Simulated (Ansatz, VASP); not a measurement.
**Two plane-wave programs on ZnSe**

The input INCAR:

```
PREC = Accurate ; ENCUT = 520
EDIFF = 1E-6 ; ISMEAR = 0
SIGMA = 0.05 ; LREAL = F
LASPH = T ; NELM = 100
ALGO = Normal ; ISIF = 2
LWAVE = F ; LCHARG = F
GGA = PE ; NBANDS = 16
```

File KPOINTS:

```
Automatic mesh
0
Gamma
  10 10 10
```

The input POSCAR:

```
ZnSe
1.0
    0.0000000000      2.5247558828      3.5700048183
    2.5247558828      0.0000000000      3.5700048183
    2.5247558828      2.5247558828      0.0000000000
Zn Se
1 1
Direct
    0.0000000000      0.0000000000      0.0000000000
    0.7500000000      0.7500000000      0.7500000000
```

Input for Ansatz:

```yaml
crystal:
  lattice:
    - [0.0, 2.5247558828, 3.5700048183]
    - [2.5247558828, 0.0, 3.5700048183]
    - [2.5247558828, 2.5247558828, 0.0]
  atoms:
    - { symbol: Zn, position: [0.0, 0.0, 0.0] }
    - { symbol: Se, position: [0.75, 0.75, 0.75] }
basis:
  ecutwfc: 420
kpoints:
  mp_grid: { grid: [10, 10, 10] }
hamiltonian:
  xc: pbe
scf:
  occupations: { method: gaussian, width: 0.05 }
output:
  forces: true
  stress: true
  eigenvalues: true
```

Alike in both runs: task single point; functional PBE; k mesh 10 × 10 × 10; occupations gaussian, width 0.05 eV; no spin polarisation.

```csv
,VASP,Ansatz
version,VASP 6.6.1,Ansatz 0.2.0
potentials or method,"VASP PAW PBE potentials, release 64 (Zn, Se), cutoff 520 eV","scalar-relativistic, plane waves, PAW"
valence electrons in the cell,18,28
```

```tsv
	VASP	Ansatz	Ansatz less VASP
gap on the k mesh at the Fermi level (eV)	none	none	-
pressure (GPa)	0.9	0.7	-0.17
traceless stress, the component that is largest in VASP (GPa)	-13.37	-13.43	-0.064
```

A gap of «none» marks a metal or a gap that the smearing closes. VASP's potentials hold 18 valence electrons a cell and Ansatz's 28, so a difference there can come from the potentials and not from the codes.
